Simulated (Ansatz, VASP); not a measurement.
# One calculation of Ga2P, two programs

```
CELL_PARAMETERS angstrom
3.65170 0.00000 0.00000
0.00000 3.65170 0.00000
0.00000 0.00000 8.45699
ATOMIC_POSITIONS crystal
Ga 0.00000 0.50000 0.95699
Ga 0.50000 0.00000 0.04301
Ga 0.00000 0.50000 0.35945
Ga 0.50000 0.00000 0.64055
P 0.00000 0.50000 0.66950
P 0.50000 0.00000 0.33050
```

Change from the starting cell: the structure that the rattled Cu2Sb type (P4/nmm, No. 129) fell into.

Alike in both runs: task single point; functional PBE; k mesh 6 × 6 × 2; occupations gaussian, width 0.1 eV; no spin polarisation.

```csv
,VASP,Ansatz
version,VASP 6.6.1,Ansatz 0.2.0
potentials or method,"VASP PAW PBE potentials, release 64 (Ga_d, P), cutoff 500 eV","scalar-relativistic, plane waves, PAW"
valence electrons in the cell,62,62
```

VASP gave:

| Item | Value |
| --- | --- |
| gap on the k mesh at the Fermi level (eV) | none |
| pressure (GPa) | 0.0 |
| traceless stress, the component that is largest in VASP (GPa) | -0.08 |
| rms of the force components (eV/Å) | 0.024 |

Task: Estimate Ansatz's values.

Result: gap on the k mesh at the Fermi level (eV): none; pressure (GPa): 0.0; traceless stress, the component that is largest in VASP (GPa): -0.06; rms of the force components (eV/Å): 0.023.

Atom by atom the forces differ by 0.001 eV/Å (rms over components). A gap of «none» marks a metal or a gap that the smearing closes.

The k mesh is coarse, so the values compare programs but aren't converged.
